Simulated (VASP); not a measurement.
# MoS2 (P6_3/mmc) in VASP: a series of runs, part 2 of 2

VASP 6.6.1. Earlier steps stand in the parts before.

## (3) Single point, PBE+D3(BJ)

This run uses another cell than the first one, of 18.19 Å³/atom.

INCAR

```
SYSTEM = MoS2
PREC = Accurate
ENCUT = 520
EDIFF = 1E-7
ISMEAR = 0
SIGMA = 0.05
LREAL = .FALSE.
LASPH = .TRUE.
NELM = 60
ALGO = Normal
ISIF = 2
LWAVE = .FALSE.
LCHARG = .FALSE.
GGA = PE
IVDW = 12
NBANDS = 35
```

KPOINTS

```
Automatic mesh
0
G
  12 12 4
  0 0 0
```

POSCAR

```
MoS2
1.0
    3.2019522193      0.0000000000      0.0000000000
   -1.6009761097      2.7729719636      0.0000000000
    0.0000000000      0.0000000000     12.2936995513
Mo S
2 4
Direct
    0.3333333333      0.6666666667      0.2500000000
    0.6666666667      0.3333333333      0.7500000000
    0.3333333333      0.6666666667      0.6204968003
    0.6666666667      0.3333333333      0.1204968003
    0.3333333333      0.6666666667      0.8795031997
    0.6666666667      0.3333333333      0.3795031997
```

Potentials or basis: VASP PAW PBE potentials, release 64 (Mo_sv, S).

Launch:

```console
> cat potpaw_PBE.64/Mo_sv/POTCAR potpaw_PBE.64/S/POTCAR > POTCAR
> mpirun -np 1 vasp_std > vasp.out
```

OUTCAR:

```text
SYSTEM = MoS2
   PREC = Accurate
   ENCUT = 520
   EDIFF = 1E-7
   ISMEAR = 0
   LREAL = .FALSE.
   LASPH = .TRUE.
   NELM = 60
   ISIF = 2
   GGA = PE
   IVDW = 12
 IVDW          = 12

 ion  position               nearest neighbor table
   1  0.333  0.667  0.250-   4 2.44   6 2.44   4 2.44   6 2.44   4 2.44   6 2.44
   2  0.667  0.333  0.750-   3 2.44   5 2.44   3 2.44   5 2.44   3 2.44   5 2.44
   3  0.333  0.667  0.620-   2 2.44   2 2.44   2 2.44
   4  0.667  0.333  0.120-   1 2.44   1 2.44   1 2.44
   5  0.333  0.667  0.880-   2 2.44   2 2.44   2 2.44
   6  0.667  0.333  0.380-   1 2.44   1 2.44   1 2.44

  LATTYP: Found a hexagonal cell.
 ALAT       =     3.2019522193
 C/A-ratio  =     3.8394387890

  Lattice vectors:

 A1 = (   3.2019522193,   0.0000000000,   0.0000000000)
 A2 = (  -1.6009761097,   2.7729719636,   0.0000000000)
 A3 = (   0.0000000000,   0.0000000000,  12.2936995513)

Analysis of symmetry for initial positions (statically):
=====================================================================
 Subroutine PRICEL returns:
 Original cell was already a primitive cell.

 Routine SETGRP: Setting up the symmetry group for a
 hexagonal supercell.

 Subroutine GETGRP returns: Found 24 space group operations
[... 182 lines left out ...]

 k-point     1 :       0.0000    0.0000    0.0000
  band No.  band energies     occupation
      1     -54.2814      2.00000
      2     -54.2814      2.00000
      3     -28.3987      2.00000
      4     -28.3986      2.00000
      5     -28.2103      2.00000
      6     -28.2103      2.00000
[... 901 lines left out ...]
     34      10.6446      0.00000
     35      13.7513      0.00000

 [... further k-points ...]

------------------------ aborting loop because EDIFF is reached ----------------------------------------

 Edisp (eV)   -2.49392

 E8    (eV) :    -1.0058

  FORCE on cell =-STRESS in cart. coord.  units (eV):
  Direction    XX          YY          ZZ          XY          YZ          ZX
  --------------------------------------------------------------------------------------
  -------------------------------------------------------------------------------------
  Total      -4.59488    -4.59488    -5.21535     0.00000     0.00000     0.00000
  in kB     -67.44376   -67.44376   -76.55104     0.00000     0.00000     0.00000
  external pressure =      -70.48 kB  Pullay stress =        0.00 kB

 VOLUME and BASIS-vectors are now :
 -----------------------------------------------------------------------------
  energy-cutoff  :      520.00
  volume of cell :      109.15
      direct lattice vectors                 reciprocal lattice vectors
     3.201952219  0.000000000  0.000000000     0.312309470  0.180311956  0.000000000
    -1.600976110  2.772971964  0.000000000     0.000000000  0.360623913  0.000000000
     0.000000000  0.000000000 12.293699551     0.000000000  0.000000000  0.081342479

 POSITION                                       TOTAL-FORCE (eV/Angst)
 -----------------------------------------------------------------------------------
     -0.00000      1.84865      3.07342        -0.000000      0.000000      0.000000
      1.60098      0.92432      9.22027         0.000000     -0.000000      0.000000
     -0.00000      1.84865      7.62820         0.000000      0.000000      0.755365
      1.60098      0.92432      1.48135         0.000000     -0.000000      0.755365
     -0.00000      1.84865     10.81235        -0.000000      0.000000     -0.755365
      1.60098      0.92432      4.66550        -0.000000     -0.000000     -0.755365
 -----------------------------------------------------------------------------------
    total drift:                               -0.000000      0.000000     -0.000000

  FREE ENERGIE OF THE ION-ELECTRON SYSTEM (eV)
  ---------------------------------------------------
  free  energy   TOTEN  =       -46.0483287613 eV

  energy  without entropy=      -46.0483287613  energy(sigma->0) =      -46.04832876
```

OSZICAR:

```text
N       E                     dE             d eps       ncg     rms          rms(c)
DAV:   1     0.433288006628E+03    0.43329E+03   -0.29273E+04  4406   0.141E+03
DAV:   2    -0.246115831070E+02   -0.45790E+03   -0.44328E+03  4869   0.362E+02
DAV:   3    -0.462390780441E+02   -0.21627E+02   -0.21215E+02  4829   0.718E+01
DAV:   4    -0.466645899390E+02   -0.42551E+00   -0.42446E+00  4775   0.103E+01
DAV:   5    -0.466725202947E+02   -0.79304E-02   -0.79293E-02  4723   0.141E+00    0.311E+01
DAV:   6    -0.445485465498E+02    0.21240E+01   -0.13826E+01  4345   0.235E+01    0.125E+01
DAV:   7    -0.439634951417E+02    0.58505E+00   -0.68265E+00  4256   0.159E+01    0.762E+00
DAV:   8    -0.435533759274E+02    0.41012E+00   -0.94511E-01  4286   0.644E+00    0.291E+00
DAV:   9    -0.435643925186E+02   -0.11017E-01   -0.11894E-01  4589   0.173E+00    0.127E+00
DAV:  10    -0.435544779150E+02    0.99146E-02   -0.37673E-02  4341   0.132E+00    0.432E-01
DAV:  11    -0.435546287584E+02   -0.15084E-03   -0.23554E-03  4368   0.255E-01    0.255E-01
DAV:  12    -0.435544212259E+02    0.20753E-03   -0.48956E-04  4428   0.127E-01    0.113E-01
DAV:  13    -0.435544071478E+02    0.14078E-04   -0.19112E-04  4636   0.739E-02    0.108E-02
DAV:  14    -0.435544108356E+02   -0.36877E-05   -0.10732E-05  4339   0.162E-02    0.186E-02
DAV:  15    -0.435544115589E+02   -0.72335E-06   -0.88300E-07  4153   0.451E-03    0.969E-03
DAV:  16    -0.435544115589E+02    0.81855E-11   -0.82510E-07  4471   0.551E-03
   1 F= -.46048329E+02 E0= -.46048329E+02  d E =-.158422E-27
```

stdout:

```text
POSCAR found type information on POSCAR MoS
 POSCAR found :  2 types and       6 ions
 scaLAPACK will be used
 LDA part: xc-table for (Slater+PW92), standard interpolation
 POSCAR, INCAR and KPOINTS ok, starting setup
 FFT: planning ... GRIDC
 FFT: planning ... GRID_SOFT
 FFT: planning ... GRID
 WAVECAR not read
 entering main loop
```

Run time: 4.2 min. Hardware: 1 thread of Intel Xeon 8259CL, shared host; peak memory 0.34 GiB.

Results:

| Item | Value |
| --- | --- |
| Free energy | -46.0483 eV |
| Pressure | -7.0 GPa |
| Largest force | 0.755 eV/Å |
| Band gap on the k mesh | 0.84 eV (least direct gap 1.59 eV) |
| Dispersion energy per atom | -0.416 eV |

Forces in eV/Å, atoms in the order of the input:
```
Mo   0.000  0.000  0.000
Mo   0.000  0.000  0.000
S    0.000  0.000  0.755
S    0.000  0.000  0.755
S    0.000  0.000 -0.755
S    0.000  0.000 -0.755
```

Stress tensor (GPa, compression positive):
```
-6.74  0.00  0.00
 0.00 -6.74  0.00
 0.00  0.00 -7.66
```

Caveat: the cell stands under tension. A k mesh can miss the band edges.
